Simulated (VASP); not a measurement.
# NaW8C8 (a cell with a defect) in VASP: single point with LDA

Aim: the single point of NaW8C8 (a cell with a defect) with LDA.

All numbers are computed with VASP 6.6.1; they aren't measurements. Logs are shortened: lines on timing, memory, paths and dates and some standing lists are left out, and cuts for length are marked.

**1. The cell of the first run**

The cell holds a defect, 17 atoms: a = 5.689 Å, b = 4.927 Å, c = 5.588 Å, α = 90.00°, β = 90.00°, γ = 90.00°.

**2. Single point, LDA**

INCAR reads:

```
PREC     = Accurate       # precision mode
ENCUT    = 520            # plane-wave cutoff, eV
EDIFF    = 1E-6           # SCF threshold, eV
ISMEAR   = -1             # smearing method
SIGMA    = 0.15           # smearing width, eV
LREAL    = Auto         
LASPH    = True           # aspherical terms in the spheres
NELM     = 80             # most SCF steps
ALGO     = Normal         # electronic algorithm
ISIF     = 2              # what is computed and relaxed
LWAVE    = False          # write WAVECAR
LCHARG   = False          # write CHGCAR
GGA      = CA             # functional
NBANDS   = 90             # bands
```

KPOINTS reads:

```
Automatic mesh
0
Gamma
  2 2 2
```

POSCAR reads:

```
NaW8C8
1.0
   -2.8446400000     -4.9270610000      0.0000000000
    4.2669600000     -2.4635310000      0.0000000000
    0.0000000000      0.0000000000      5.5877600000
W C Na
8 8 1
Direct
    0.7380506091      0.5069744922      0.0023599992
    0.7379412262      0.5070479250      0.4842849217
    0.5001650359     -0.0035597557     -0.0017408399
    0.5001601019     -0.0034989080      0.4884967136
    0.2622556660      0.5069740764      0.0023657112
    0.2623645483      0.5070469703      0.4842695925
    0.0001502035     -0.0079570885      0.0056509939
    0.0001543945     -0.0080947896      0.4810011017
    0.5001637878      0.6681395768      0.2433350286
    0.5001438909      0.6637942151      0.7434165168
    0.2546242030      0.1670237449      0.2434032085
    0.2797522657      0.1433134381      0.7434693211
    0.0001304686      0.6650070964      0.2433647494
    0.0001142820      0.7078381600      0.7434577622
    0.7456847366      0.1670401342      0.2434048226
    0.7205502560      0.1433350861      0.7434648383
    0.0001551240      0.3346504263      0.7430355585
```

Potentials or basis: VASP PAW LDA potentials, release 64 (W_sv, C, Na_pv).

Run with:

```
cat potpaw_LDA.64/W_sv/POTCAR potpaw_LDA.64/C/POTCAR potpaw_LDA.64/Na_pv/POTCAR > POTCAR
mpirun -np 1 vasp_std > vasp.out
```

OUTCAR:

```text
PREC = Accurate
   ENCUT = 520
   EDIFF = 1E-6
   ISMEAR = -1
   LREAL = Auto
   LASPH = True
   NELM = 80
   ISIF = 2
   GGA = CA

 ion  position               nearest neighbor table
   1  0.738  0.507  0.002-   9 2.07  10 2.13  15 2.15  13 2.15  17 2.25  14 2.30  16 2.30   2 2.69
                             5 2.71   3 2.77   7 2.82   3 2.86   2 2.89   7 2.94   5 2.98
   2  0.738  0.507  0.484-   9 2.07  10 2.13  15 2.15  13 2.15  17 2.24  14 2.30  16 2.31   1 2.69
                             6 2.71   4 2.77   8 2.82   4 2.86   1 2.89   8 2.94   6 2.98
   3  0.500  0.996  0.998-  16 2.03  12 2.03   9 2.12  15 2.13  11 2.13  10 2.17   4 2.74   1 2.77
                             5 2.77   7 2.84   7 2.85   4 2.85   1 2.86   5 2.86
   4  0.500  0.997  0.488-  16 2.03  12 2.03   9 2.12  15 2.13  11 2.13  10 2.17   3 2.74   2 2.77
                             6 2.77   8 2.85   8 2.85   3 2.85   2 2.86   6 2.86
   5  0.262  0.507  0.002-   9 2.07  10 2.13  11 2.15  13 2.15  17 2.25  14 2.30  12 2.31   6 2.69
                             1 2.71   3 2.77   7 2.82   3 2.86   6 2.89   7 2.94   1 2.98
   6  0.262  0.507  0.484-   9 2.07  10 2.13  11 2.15  13 2.15  17 2.24  14 2.30  12 2.31   5 2.69
                             2 2.71   4 2.77   8 2.82   4 2.86   5 2.89   8 2.94   2 2.98
   7  0.000  0.992  0.006-  14 2.03  13 2.09  11 2.15  15 2.15  17 2.24  12 2.29  16 2.29   8 2.66
                             1 2.82   5 2.82   3 2.84   3 2.85   8 2.93   1 2.94   5 2.94
   8  0.000  0.992  0.481-  14 2.03  13 2.09  11 2.15  15 2.15  17 2.24  12 2.29  16 2.29   7 2.66
                             6 2.82   2 2.82   4 2.85   4 2.85   7 2.93   6 2.94   2 2.94
   9  0.500  0.668  0.243-   2 2.07   6 2.07   1 2.07   5 2.07   3 2.12   4 2.12
  10  0.500  0.664  0.743-   5 2.13   1 2.13   6 2.13   2 2.13   3 2.17   4 2.17
  11  0.255  0.167  0.243-   4 2.13   3 2.13   8 2.15   7 2.15   6 2.15   5 2.15
  12  0.280  0.143  0.743-  17 1.85   3 2.03   4 2.03   7 2.29   8 2.29   5 2.31   6 2.31
  13  0.000  0.665  0.243-   8 2.09   7 2.09   1 2.15   2 2.15   6 2.15   5 2.15
  14  0.000  0.708  0.743-  17 1.84   7 2.03   8 2.03   1 2.30   5 2.30   2 2.30   6 2.30
  15  0.746  0.167  0.243-   4 2.13   3 2.13   8 2.15   7 2.15   2 2.15   1 2.15
  16  0.721  0.143  0.743-  17 1.85   3 2.03   4 2.03   7 2.29   8 2.29   1 2.30   2 2.31
  17  0.000  0.335  0.743-  14 1.84  16 1.85  12 1.85   8 2.24   7 2.24   2 2.24   6 2.24   1 2.25
                             5 2.25

  LATTYP: Found a simple orthorhombic cell.
 ALAT       =     4.9270612569
 B/A-ratio  =     1.1340959060
 C/A-ratio  =     1.1547004787

  Lattice vectors:

 A1 = (   4.2669600000,  -2.4635310000,   0.0000000000)
 A2 = (   0.0000000000,   0.0000000000,   5.5877600000)
 A3 = (  -2.8446400000,  -4.9270610000,   0.0000000000)

Analysis of symmetry for initial positions (statically):
=====================================================================
 Subroutine PRICEL returns:
 Original cell was already a primitive cell.

 Routine SETGRP: Setting up the symmetry group for a
 simple orthorhombic supercell.

 Subroutine GETGRP returns: Found  1 space group operations
[... 146 lines left out ...]
   EFERMI_NEDOS =   21; number of points for ismear=-14 and -15
   IALGO  =     38    algorithm
   IMIX   =      4    mixing-type and parameters
     AMIX     =   0.40;   BMIX     =  1.00
     AMIX_MAG =   1.60;   BMIX_MAG =  1.00
  volume/ion in A,a.u.               =       9.21        62.18
  Fermi-wavevector in a.u.,A,eV,Ry     =   1.617234  3.056129 35.585292  2.615445
  Thomas-Fermi vector in A             =   2.711692
   LORBIT       =      0    0 simple, 1 ext, 2 COOP (PROOUT), +10 PAW based schemes
   GGA     = CA    functional components
   LHFCALC =     F    Hartree Fock is set to
   AEXX    =    0.0000 exact exchange contribution
   IVDW    =     0    specifies the selected vdW correction
   LEPSILON=     F    determine dielectric tensor
   LRPA    =     F    only Hartree local field effects (RPA)
 non-spin polarized calculation
  energy-cutoff  :      520.00
  volume of cell :      156.63
 maximum number of plane-waves:      4248
   NGX = 21   NGY = 19   NGZ = 21

 number of electron     151.0000006 magnetization

 Free energy of the ion-electron system (eV)
  ---------------------------------------------------
  ext. energy  EPLUGINS =         0.00000000
  ---------------------------------------------------
  free energy    TOTEN  =      -184.36017032 eV

  energy without entropy =     -183.99328931  energy(sigma->0) =     -184.17672981

 E-fermi :  12.9966     XC(G=0): -14.5288

 val. band max:       12.9731783331   @ k =   0.0000   0.5000   0.0000
 cond. band min:      13.0678967599   @ k =   0.5000   0.0000   0.5000
 fundamental gap:      0.0947184268
 Fermi energy:        12.9965700816

 k-point     1 :       0.0000    0.0000    0.0000
  band No.  band energies     occupation
      1     -60.9702      2.00000
      2     -60.9136      2.00000
      3     -60.9091      2.00000
      4     -60.8784      2.00000
      5     -60.8525      2.00000
      6     -60.8174      2.00000
[... 709 lines left out ...]
     86      16.4320      0.00000
     87      16.4562      0.00000
 [bands above 87 left out]

------------------------ aborting loop because EDIFF is reached ----------------------------------------

  FORCE on cell =-STRESS in cart. coord.  units (eV):
  Direction    XX          YY          ZZ          XY          YZ          ZX
  --------------------------------------------------------------------------------------
  -------------------------------------------------------------------------------------
  Total       58.9604612     58.2243777     49.1003217     -0.6401292     -0.0089316      0.0148945
  in kB      603.0987674    595.5694662    502.2407025     -6.5477972     -0.0913604      0.1523544
  external PRESSURE =     566.9696453 kB  Pullay stress =       0.0000000 kB

 VOLUME and BASIS-vectors are now :
 -----------------------------------------------------------------------------
  energy-cutoff  :      520.00
  volume of cell :      156.63
      direct lattice vectors                 reciprocal lattice vectors
    -2.844640000 -4.927061000  0.000000000    -0.087884596 -0.152220555  0.000000000
     4.266960000 -2.463531000  0.000000000     0.175769157 -0.101480370  0.000000000
     0.000000000  0.000000000  5.587760000     0.000000000  0.000000000  0.178962590

 POSITION                                       TOTAL-FORCE (eV/Angst)
 -----------------------------------------------------------------------------------
      0.06375     -4.88537      0.01319         0.007293      0.006025     -0.000220
      0.06438     -4.88501      2.70607         0.002921      0.004584     -0.005983
      2.82898     -4.91911      5.57803         0.005686     -0.000469     -0.007093
      2.82925     -4.91923      2.72960        -0.001012      0.002176      0.006572
      1.41722     -2.54110      0.01322        -0.000730     -0.008557     -0.001057
      1.41722     -2.54181      2.70598        -0.002087     -0.004425     -0.003345
[... 9 lines left out ...]
     -1.43810     -3.90331      4.15430        -0.008205      0.011979      0.002009
      1.42750     -0.82519      4.15190        -0.007595      0.002426      0.004237
 -----------------------------------------------------------------------------------
    total drift:                                0.007649     -0.003072      0.050295

  FREE ENERGIE OF THE ION-ELECTRON SYSTEM (eV)
  ---------------------------------------------------
  free  energy   TOTEN  =      -184.3601703212 eV

  energy  without entropy=     -183.9932893059  energy(sigma->0) =     -184.17672981
```

Wall time 3.3 min (1 thread of Intel Xeon Platinum 8259CL at 2.50GHz (Skylake/Cascade Lake), shared host); peak memory 0.26 GiB.

Results:

```
Free energy            : -184.3602 eV
Pressure               : 56.7 GPa
Largest force          : 0.024 eV/Å
Band gap on the k mesh : zero (an odd number of electrons rules out a gap without spin polarisation)
```

Forces on the atoms (eV/Å):
```
W    0.007  0.006  0.000
W    0.003  0.005 -0.006
W    0.006  0.000 -0.007
W   -0.001  0.002  0.007
W   -0.001 -0.009 -0.001
W   -0.002 -0.004 -0.003
W   -0.002  0.000  0.020
W   -0.005  0.003 -0.024
C    0.011 -0.006  0.005
C    0.000  0.000 -0.003
C    0.020  0.001  0.002
C   -0.014  0.002  0.003
C   -0.019  0.009 -0.002
C    0.006 -0.005  0.004
C    0.007 -0.018  0.000
C   -0.008  0.012  0.002
Na  -0.008  0.002  0.004
```

Levels at points of the mesh, in eV from the Fermi level:
```
           k point  band 72  band 73  band 74  band 75  band 76  band 77  band 78  band 79
(0.00, 0.00, 0.00)    -1.28    -0.96    -0.91    -0.89    -0.04     0.45     0.89     1.42
(0.50, 0.00, 0.00)    -1.34    -1.17    -0.28    -0.27    -0.11     0.19     0.33     0.48
(0.00, 0.50, 0.00)    -0.94    -0.74    -0.26    -0.02     0.56     0.80     1.47     1.75
(0.50, 0.50, 0.00)    -2.07    -1.90    -1.81    -1.48     1.17     1.26     1.60     1.72
(0.00, 0.00, 0.50)    -1.84    -1.33    -0.54    -0.25    -0.14    -0.03     0.08     0.71
(0.50, 0.00, 0.50)    -1.80    -1.61    -1.49    -1.44    -0.28     0.07     0.12     0.52
(0.00, 0.50, 0.50)    -1.89    -1.76    -1.30    -1.23     0.34     0.47     0.51     1.02
(0.50, 0.50, 0.50)    -2.26    -2.25    -2.17    -2.06     0.71     1.11     1.13     1.28
```

Caveat: the k points lie up to 0.64 Å⁻¹ apart, too coarse for converged energies and pressures of a metal; spin-orbit coupling is left out, which moves the levels of the heavy elements.

The gap in the log of VASP goes by the Fermi energy; the results here count the filled bands.